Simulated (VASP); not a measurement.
Here is a VASP 6.6.1 calculation.

Contents of POSCAR:

```
Mo
1.0
    2.7075856644      0.0000000000      0.0000000000
   -1.3537928322      2.3448379683      0.0000000000
    0.0000000000      0.0000000000      2.4578835207
Mo
1
Direct
    0.0000000000      0.0000000000      0.5000000000
```

Contents of INCAR.step1:

```
SYSTEM = Mo
  ALGO = Normal
  EDIFF = 1E-4
  ENCUT = 520
  GGA = PE
  ISMEAR = 0
  LASPH = .True.
  LCHARG = .False.
  LREAL = .False.
  LWAVE = .True.
  NBANDS = 13
  NELM = 60
  PREC = Accurate
  SIGMA = 0.15
```

The input INCAR.step2:

```
SYSTEM = Mo
  ALGO = Normal
  EDIFF = 1E-6
  ENCUT = 520
  ISIF = 2
  ISMEAR = 0
  ISTART = 1
  LASPH = .True.
  LCHARG = .False.
  LMIXTAU = .True.
  LREAL = .False.
  LWAVE = .False.
  METAGGA = R2SCAN
  NBANDS = 13
  NELM = 60
  PREC = Accurate
  SIGMA = 0.15
```

The input KPOINTS:

```
k-points
0
Gamma
  24 24 24
  0 0 0
```

Potentials or basis: VASP PAW PBE potentials, release 64 (Mo_sv).

Run with:

```console
$ cat potpaw_PBE.64/Mo_sv/POTCAR > POTCAR
$ cp INCAR.step1 INCAR
$ mpirun -np 1 vasp_std > vasp.out
$ cp INCAR.step2 INCAR
$ mpirun -np 1 vasp_std > vasp.out
```

**Question.** Predict the pressure.

**Answer.** 16.0 GPa.

**Question.** Estimate the band gap on the k mesh.

**Answer.** Zero (bands 7 and 8 overlap by 2.11 eV).

Stress tensor (GPa, compression positive):
```
14.99  0.00  0.00
 0.00 14.99  0.00
 0.00  0.00 17.90
```

Caveat: the cell differs from its parent crystal (strain -0.015 along x and y, -0.030 along z); the cell stands under pressure; the PAW data sets were made with another functional, which shifts forces and pressure a little.
